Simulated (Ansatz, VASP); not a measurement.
SnSe: VASP beside Ansatz

File INCAR:

```
PREC = Accurate ; ENCUT = 520
EDIFF = 1E-7 ; ISMEAR = -1
SIGMA = 0.01 ; LREAL = F
LASPH = T ; NELM = 60
ALGO = Normal ; ISIF = 2
LWAVE = F ; LCHARG = F
GGA = PS ; NBANDS = 17
```

KPOINTS

```
Automatic mesh
0
Gamma
  7 7 7
```

Contents of POSCAR:

```
SnSe
1.0
    0.0000000000      3.0100000000      2.9799000000
    3.0100000000      0.0000000000      2.9799000000
    3.0100000000      3.0100000000      0.0000000000
Sn Se
1 1
Direct
    0.0000000000      0.0000000000      0.0000000000
    0.5000000000      0.5000000000      0.5000000000
```

Input for Ansatz:

```yaml
crystal:
  lattice:
    - [0.0, 3.01, 2.9799]
    - [3.01, 0.0, 2.9799]
    - [3.01, 3.01, 0.0]
  atoms:
    - { symbol: Sn, position: [0.0, 0.0, 0.0] }
    - { symbol: Se, position: [0.5, 0.5, 0.5] }
kpoints:
  mp_grid: { grid: [7, 7, 7] }
  band_path:
    path:
      - [0.0, 0.0, 0.0]
      - [0.0, 0.5, 0.5]
      - [0.25, 0.75, 0.5]
      - [0.0, 0.5, 0.0]
      - [0.0, 0.0, 0.0]
      - [0.5, 0.5, 0.0]
      - [0.3775380063, 0.6224619937, 0.0]
      - [-0.3775380063, 0.3775380063, 0.0]
      - [0.0, 0.0, 0.0]
    npoints: 5
scf:
  occupations: { method: fermi_dirac, width: 0.01 }
hamiltonian:
  xc: pbesol
  pseudopotentials: { kind: all_electron, lapw: { basis_error: 0.0005 } }
output:
  forces: true
  stress: true
  eigenvalues: true
```

Change from the starting cell: zz strain of -1 %.

Alike in both runs: task single point; functional PBEsol; k mesh 7 × 7 × 7; occupations fermi-dirac, width 0.01 eV; no spin polarisation.

```csv
,VASP,Ansatz
version,VASP 6.6.1,Ansatz 0.2.0
potentials or method,"VASP PAW PBE potentials, release 64 (Sn_d, Se), cutoff 520 eV","all-electron LAPW, scalar-relativistic"
```

Ansatz gave:

| Quantity | Value |
| --- | --- |
| gap on the k mesh at the Fermi level (eV) | 0.68 |
| pressure (GPa) | -1.4 |
| traceless stress, the component that is largest in VASP (GPa) | 0.81 |

**Question.** Estimate VASP's values.

**Answer.** gap on the k mesh at the Fermi level (eV): 0.68; pressure (GPa): -1.4; traceless stress, the component that is largest in VASP (GPa): 0.82.

VASP's potentials were made for PBE, not for PBEsol. Ansatz ran all-electron here, and VASP with PAW potentials.
